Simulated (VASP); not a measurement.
# MgS (I4/mmm) in VASP: settings compared

Aim: see how the results for MgS move with the level of theory and the settings. Levels: PBE, r2SCAN. Tasks: single point.

Program: VASP 6.6.1. These are calculated values, not measurements. Logs are shortened: lines on timing, memory, paths and dates and some standing lists are left out, and cuts for length are marked.

## 1. The cell of the first run

The structure is tetragonal, space group I4/mmm (No. 139). Conventional cell: a = 3.843 Å, b = 3.843 Å, c = 5.203 Å, α = 90.00°, β = 90.00°, γ = 90.00°. Within 3.4 Å of Mg (site symmetry 4/mmm) lie 6 S at 2.60 to 2.72 Å. S (site symmetry 4/mmm) has 6 Mg at 2.60 to 2.72 Å within 3.4 Å.

## 2. Single point, PBE (biaxial xy strain +4.5%)

Contents of INCAR:

```
SYSTEM = MgS
PREC = Accurate
ENCUT = 520
EDIFF = 1E-6
ISMEAR = -1
SIGMA = 0.02
LREAL = .False.
LASPH = .True.
NELM = 80
ALGO = Normal
ISIF = 2
LWAVE = .False.
LCHARG = .False.
GGA = PE
NBANDS = 11
```

Contents of KPOINTS:

```
Automatic mesh
0
Gamma
  8 8 8
  0 0 0
```

Contents of POSCAR:

```
MgS
1.0
    0.0000000000      2.7175456370      2.6015179370
    2.7175456370      0.0000000000      2.6015179370
    2.7175456370      2.7175456370      0.0000000000
Mg S
1 1
Direct
    0.0000000000      0.0000000000      0.0000000000
    0.5000000000      0.5000000000      0.5000000000
```

Potentials or basis: VASP PAW PBE potentials, release 64 (Mg, S).

The run is started by

```sh
> cat potpaw_PBE.64/Mg/POTCAR potpaw_PBE.64/S/POTCAR > POTCAR
> mpirun -np 1 vasp_std > vasp.out
```

OUTCAR:

```text
SYSTEM = MgS
   PREC = Accurate
   ENCUT = 520
   EDIFF = 1E-6
   ISMEAR = -1
   LREAL = .False.
   LASPH = .True.
   NELM = 80
   ISIF = 2
   GGA = PE

 ion  position               nearest neighbor table
   1  0.000  0.000  0.000-   2 2.60   2 2.60   2 2.72   2 2.72   2 2.72   2 2.72
   2  0.500  0.500  0.500-   1 2.60   1 2.60   1 2.72   1 2.72   1 2.72   1 2.72

  LATTYP: Found a body centered tetragonal cell.
 ALAT       =     3.8431898962
 C/A-ratio  =     1.3538326272

  Lattice vectors:

 A1 = (   0.0000000000,  -2.7175456370,  -2.6015179370)
 A2 = (   0.0000000000,   2.7175456370,  -2.6015179370)
 A3 = (   2.7175456370,   0.0000000000,   2.6015179370)

Analysis of symmetry for initial positions (statically):
=====================================================================
 Subroutine PRICEL returns:
 Original cell was already a primitive cell.

 Routine SETGRP: Setting up the symmetry group for a
 body centered tetragonal supercell.

 Subroutine GETGRP returns: Found 16 space group operations
 (whereof 16 operations were pure point group operations)
 out of a pool of 16 trial point group operations.

The static configuration has the point symmetry D_4h.

Analysis of symmetry for dynamics (positions and initial velocities):
=====================================================================
 Subroutine PRICEL returns:
 Original cell was already a primitive cell.

 Routine SETGRP: Setting up the symmetry group for a
 body centered tetragonal supercell.

 Subroutine GETGRP returns: Found 16 space group operations
 (whereof 16 operations were pure point group operations)
 out of a pool of 16 trial point group operations.

The dynamic configuration has the point symmetry D_4h.

 Subroutine INISYM returns: Found 16 space group operations
 (whereof 16 operations are pure point group operations),
 and found     1 'primitive' translations

----------------------------------------------------------------------------------------

                                     Primitive cell

  volume of cell :      38.4247

  direct lattice vectors                    reciprocal lattice vectors
     0.000000000  2.717545637  2.601517937    -0.183989550  0.183989550  0.192195484
     2.717545637  0.000000000  2.601517937     0.183989550 -0.183989550  0.192195484
     2.717545637  2.717545637  0.000000000     0.183989550  0.183989550 -0.192195484

  length of vectors
     3.762040652  3.762040652  3.843189896     0.323486342  0.323486342  0.323486342

  position of ions in fractional coordinates (direct lattice)
     0.000000000  0.000000000  0.000000000
     0.500000000  0.500000000  0.500000000

  ion indices of the primitive-cell ions
   primitive index   ion index
                 1           1
                 2           2

----------------------------------------------------------------------------------------

 KPOINTS: Automatic mesh

Automatic generation of k-mesh.
 Grid dimensions read from file:
 generate k-points for:    8    8    8

 Generating k-lattice:

  Cartesian coordinates                     Fractional coordinates (reciprocal lattice)
    -0.022998694  0.022998694  0.024024436     0.125000000  0.000000000  0.000000000
     0.022998694 -0.022998694  0.024024436     0.000000000  0.125000000  0.000000000
     0.022998694  0.022998694 -0.024024436     0.000000000  0.000000000  0.125000000

  Length of vectors
     0.040435793  0.040435793  0.040435793

  Shift w.r.t. Gamma in fractional coordinates (k-lattice)
     0.000000000  0.000000000  0.000000000

 Subroutine IBZKPT returns following result:
 ===========================================

 Found     59 irreducible k-points:

 Following reciprocal coordinates:
            Coordinates               Weight
  0.000000  0.000000  0.000000      1.000000
  0.125000 -0.000000  0.000000      8.000000
  0.250000 -0.000000  0.000000      8.000000
  0.375000 -0.000000  0.000000      8.000000
  0.500000 -0.000000  0.000000      4.000000
  0.125000  0.125000  0.000000      2.000000
[... 16 lines left out ...]
  0.250000 -0.000000  0.125000     16.000000
  0.375000 -0.000000  0.125000     16.000000
 [... further k-points ...]
   k-points           NKPTS =     59   k-points in BZ     NKDIM =     59   number of bands    NBANDS=     11
   number of dos      NEDOS =    301   number of ions     NIONS =      2
   total plane-waves  NPLWV =  23520
   dimension x,y,z NGX =    28 NGY =   28 NGZ =   30
   dimension x,y,z NGXF=    56 NGYF=   56 NGZF=   60
   ions per type =               1   1
   NGX,Y,Z   is equivalent  to a cutoff of  12.37, 12.37, 12.98 a.u.
   NGXF,Y,Z  is equivalent  to a cutoff of  24.75, 24.75, 25.95 a.u.
 SYSTEM =  MgS
   PREC   = accura    normal or accurate (medium, high low for compatibility)
   ISTART =      0    job   : 0-new  1-cont  2-samecut
   ICHARG =      2    charge: 1-file 2-atom 10-const
   ISPIN  =      1    spin polarized calculation?
   LNONCOLLINEAR =      F non collinear calculations
   LSORBIT =      F    spin-orbit coupling
   LASPH  =      T    aspherical Exc in radial PAW
   ENCUT  =  520.0 eV  38.22 Ry    6.18 a.u.   6.99  6.99  7.15*2*pi/ulx,y,z
   NELM   =     80;   NELMIN=  2; NELMDL= -5     # of ELM steps
   EDIFF  = 0.1E-05   stopping-criterion for ELM
   LREAL  =      F    real-space projection
   EDIFFG = 0.1E-04   stopping-criterion for IOM
   NSW    =      0    number of steps for IOM
   IBRION =     -1    ionic relax: 0-MD 1-quasi-New 2-CG
   NFREE  =      0    steps in history (QN), initial steepest desc. (CG)
   ISIF   =      2    stress and relaxation
   ISYM   =      2    0-nonsym 1-usesym 2-fastsym
   POTIM  = 0.5000    time-step for ionic-motion
   TEBEG  =    0.0;   TEEND  =   0.0 temperature during run
   PSTRESS=    0.0 pullay stress
   NELECT =       8.0000    total number of electrons
   NUPDOWN=      -1.0000    fix difference up-down
   EMIN   =  10.00;   EMAX   =-10.00  energy-range for DOS
   EFERMI =   0.00;   METHOD = LEGACY
   ISMEAR =    -1;   SIGMA  =   0.02  broadening in eV -4-tet -1-fermi 0-gaus
   EFERMI_NEDOS =   21; number of points for ismear=-14 and -15
   IALGO  =     38    algorithm
   IMIX   =      4    mixing-type and parameters
     AMIX     =   0.40;   BMIX     =  1.00
     AMIX_MAG =   1.60;   BMIX_MAG =  1.00
  volume/ion in A,a.u.               =      19.21       129.65
  Fermi-wavevector in a.u.,A,eV,Ry     =   0.970289  1.833581 12.809364  0.941462
  Thomas-Fermi vector in A             =   2.100412
   LORBIT       =      0    0 simple, 1 ext, 2 COOP (PROOUT), +10 PAW based schemes
   GGA     = PE    functional components
   LHFCALC =     F    Hartree Fock is set to
   AEXX    =    0.0000 exact exchange contribution
   IVDW    =     0    specifies the selected vdW correction
   LEPSILON=     F    determine dielectric tensor
   LRPA    =     F    only Hartree local field effects (RPA)
 non-spin polarized calculation
  energy-cutoff  :      520.00
  volume of cell :       38.42
 maximum number of plane-waves:      1058
   NGX = 13   NGY = 13   NGZ = 15

 number of electron       8.0000001 magnetization

 Free energy of the ion-electron system (eV)
  ---------------------------------------------------
  ext. energy  EPLUGINS =         0.00000000
  ---------------------------------------------------
  free energy    TOTEN  =        -8.44848920 eV

  energy without entropy =       -8.44848920  energy(sigma->0) =       -8.44848920

 E-fermi :   3.4805     XC(G=0):  -9.3315

 val. band max:        3.0476440529   @ k =   0.0000   0.0000   0.0000
 cond. band min:       5.4619673848   @ k =   0.5000   0.5000   0.0000
 fundamental gap:      2.4143233318
 Fermi energy:         3.4805282021

 k-point     1 :       0.0000    0.0000    0.0000
  band No.  band energies     occupation
      1      -9.2228      2.00000
      2       2.8435      2.00000
      3       3.0476      2.00000
      4       3.0476      2.00000
      5       6.0466      0.00000
      6      10.8458      0.00000
      7      10.8458      0.00000
      8      11.2703      0.00000
      9      12.9427      0.00000
     10      13.4819      0.00000
     11      15.0688      0.00000

 k-point     2 :       0.1250   -0.0000    0.0000
  band No.  band energies     occupation
      1      -9.0922      2.00000
      2       1.9728      2.00000
      3       2.8597      2.00000
      4       2.9429      2.00000
      5       6.8759      0.00000
      6      10.5813      0.00000
      7      11.0119      0.00000
      8      11.3582      0.00000
      9      12.3346      0.00000
     10      12.7100      0.00000
     11      15.0236      0.00000

 k-point     3 :       0.2500   -0.0000    0.0000
  band No.  band energies     occupation
      1      -8.7430      2.00000
      2       0.3760      2.00000
      3       2.7092      2.00000
      4       2.7141      2.00000
      5       7.5864      0.00000
      6      10.4523      0.00000
      7      10.7477      0.00000
      8      11.0246      0.00000
      9      13.0995      0.00000
     10      13.1313      0.00000
     11      14.3471      0.00000

 k-point     4 :       0.3750   -0.0000    0.0000
  band No.  band energies     occupation
      1      -8.3274      2.00000
      2      -0.9064      2.00000
      3       2.5123      2.00000
      4       2.5785      2.00000
      5       7.4878      0.00000
      6       9.8001      0.00000
      7      10.2662      0.00000
      8      11.8709      0.00000
      9      14.1533      0.00000
     10      14.9319      0.00000
     11      15.0430      0.00000

 k-point     5 :       0.5000   -0.0000    0.0000
  band No.  band energies     occupation
      1      -8.1268      2.00000
      2      -1.4102      2.00000
      3       2.4350      2.00000
      4       2.5283      2.00000
      5       7.3812      0.00000
      6       9.5661      0.00000
      7      10.0323      0.00000
      8      12.1610      0.00000
      9      14.6727      0.00000
     10      16.8220      0.00000
     11      17.2375      0.00000
[... 211 lines left out ...]
 k-point    21 :       0.5000    0.5000    0.0000
  band No.  band energies     occupation
      1      -7.7329      2.00000
      2      -0.7537      2.00000
      3       1.3753      2.00000
      4       1.3753      2.00000
      5       5.4620      0.00000
      6       7.5230      0.00000
      7      14.4561      0.00000
      8      15.2946      0.00000
      9      15.2946      0.00000
     10      15.6323      0.00000
     11      18.1912      0.00000

 k-point    22 :       0.1250    0.0000    0.1250
  band No.  band energies     occupation
      1      -9.0558      2.00000
      2       2.0683      2.00000
      3       2.5638      2.00000
      4       2.8064      2.00000
      5       7.1696      0.00000
      6      10.0162      0.00000
      7      11.1200      0.00000
      8      11.4985      0.00000
      9      11.7210      0.00000
     10      13.5633      0.00000
     11      15.6466      0.00000

 k-point    23 :       0.2500   -0.0000    0.1250
  band No.  band energies     occupation
      1      -8.7857      2.00000
      2       0.8576      2.00000
      3       2.3950      2.00000
      4       2.5608      2.00000
      5       7.9578      0.00000
      6       9.7635      0.00000
      7      10.0727      0.00000
      8      11.7180      0.00000
      9      12.5516      0.00000
     10      13.8655      0.00000
     11      15.7458      0.00000

 k-point    24 :       0.3750   -0.0000    0.1250
  band No.  band energies     occupation
      1      -8.3885      2.00000
      2      -0.4300      2.00000
      3       2.1623      2.00000
      4       2.3272      2.00000
      5       8.0516      0.00000
      6       9.2939      0.00000
      7      10.8582      0.00000
      8      11.1108      0.00000
      9      13.8712      0.00000
     10      15.4207      0.00000
     11      15.4772      0.00000

 [... further k-points ...]
[... 5 lines left out ...]
  --------------------------------------------------------------------------------------
  -------------------------------------------------------------------------------------
  Total       -1.3369583     -1.3369583     -0.6426491      0.0000000      0.0000000      0.0000000
  in kB      -55.7465406    -55.7465406    -26.7962485      0.0000000      0.0000000      0.0000000
  external PRESSURE =     -46.0964432 kB  Pullay stress =       0.0000000 kB

 VOLUME and BASIS-vectors are now :
 -----------------------------------------------------------------------------
  energy-cutoff  :      520.00
  volume of cell :       38.42
      direct lattice vectors                 reciprocal lattice vectors
     0.000000000  2.717545637  2.601517937    -0.183989550  0.183989550  0.192195484
     2.717545637  0.000000000  2.601517937     0.183989550 -0.183989550  0.192195484
     2.717545637  2.717545637  0.000000000     0.183989550  0.183989550 -0.192195484

 POSITION                                       TOTAL-FORCE (eV/Angst)
 -----------------------------------------------------------------------------------
      0.00000      0.00000      0.00000        -0.000000      0.000000     -0.000000
      2.71755      2.71755      2.60152         0.000000     -0.000000      0.000000
 -----------------------------------------------------------------------------------
    total drift:                                0.000000      0.000000      0.000000

  FREE ENERGIE OF THE ION-ELECTRON SYSTEM (eV)
  ---------------------------------------------------
  free  energy   TOTEN  =        -8.4484891958 eV

  energy  without entropy=       -8.4484891958  energy(sigma->0) =       -8.44848920
```

It took 25 s on 1 thread of Intel Xeon Platinum 8259CL at 2.50GHz (Skylake/Cascade Lake), shared host; peak memory 0.17 GiB.

What came out:

```
Free energy            : -8.4485 eV
Pressure               : -4.6 GPa
Band gap on the k mesh : 2.41 eV, indirect (least direct gap 3.00 eV)
```

Caveat: the cell differs from its parent crystal (biaxial xy strain +4.5%).

(Continued in part 2 of 2.)
